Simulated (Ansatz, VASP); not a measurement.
Two plane-wave programs on AlAs

Contents of POSCAR:

```
AlAs
1.0
    0.0000000000      2.8389246376      2.8389246376
    2.8389246376      0.0000000000      2.8389246376
    2.8389246376      2.8389246376      0.0000000000
Al As
1 1
Direct
    0.0000000000      0.0000000000      0.0000000000
    0.2500000000      0.2500000000      0.2500000000
```

File INCAR.step1:

```
ALGO     = Normal         # electronic algorithm
EDIFF    = 1E-5           # SCF threshold, eV
ENCUT    = 550            # plane-wave cutoff, eV
GGA      = PE             # functional
GGA_COMPAT= False        
ISMEAR   = 0              # smearing method
LASPH    = True           # aspherical terms in the spheres
LCHARG   = False          # write CHGCAR
LREAL    = False          # projectors in reciprocal space
LWAVE    = True           # write WAVECAR
NBANDS   = 11             # bands
NELM     = 120            # most SCF steps
PREC     = Accurate       # precision mode
SIGMA    = 0.01           # smearing width, eV
```

File INCAR.step2:

```
ALGO     = Normal         # electronic algorithm
EDIFF    = 1E-6           # SCF threshold, eV
ENCUT    = 550            # plane-wave cutoff, eV
GGA_COMPAT= False        
ISIF     = 2              # what is computed and relaxed
ISMEAR   = 0              # smearing method
ISTART   = 1            
LASPH    = True           # aspherical terms in the spheres
LCHARG   = True           # write CHGCAR
LELF     = True           # ELF
LMIXTAU  = True         
LREAL    = False          # projectors in reciprocal space
LVHAR    = True         
LWAVE    = False          # write WAVECAR
METAGGA  = R2SCAN         # meta-GGA
NBANDS   = 11             # bands
NELM     = 120            # most SCF steps
PREC     = Accurate       # precision mode
SIGMA    = 0.01           # smearing width, eV
```

File KPOINTS:

```
k-points
0
Gamma
  6 6 6
```

Input for Ansatz:

```yaml
crystal:
  lattice:
    - [0.0, 2.8389246376, 2.8389246376]
    - [2.8389246376, 0.0, 2.8389246376]
    - [2.8389246376, 2.8389246376, 0.0]
  atoms:
    - { symbol: Al, position: [0.0, 0.0, 0.0] }
    - { symbol: As, position: [0.25, 0.25, 0.25] }
kpoints:
  mp_grid: { grid: [6, 6, 6] }
hamiltonian:
  xc: r2scan
scf:
  occupations: { method: fixed }
output:
  optics:
    e_range: [0, 13]
    de: 0.05
    sigma: 0.1
    bands: { spectra_wanted_up_to: 13 }
  write_density: true
  write_potential: true
  elf: true
  volumetric_format: npy
```

Alike in both runs: task single point; functional r2SCAN; k mesh 6 × 6 × 6; no spin polarisation.

|  | VASP | Ansatz |
| --- | --- | --- |
| version | VASP 6.6.1 | Ansatz 0.2.0 |
| potentials or method | VASP PAW PBE potentials, release 64 (Al, As) | plane waves, PAW |
| plane-wave cutoff (eV) | 550 | 500 |
| occupations | gaussian, width 0.01 eV | fixed |
| valence electrons in the cell | 8 | 18 |

```csv
,VASP,Ansatz,Ansatz less VASP
gap on the k mesh at the Fermi level (eV),1.80,1.81,+0.009
```

VASP's potentials were made for PBE, not for r2SCAN. VASP's potentials hold 8 valence electrons a cell and Ansatz's 18, so a difference there can come from the potentials and not from the codes.
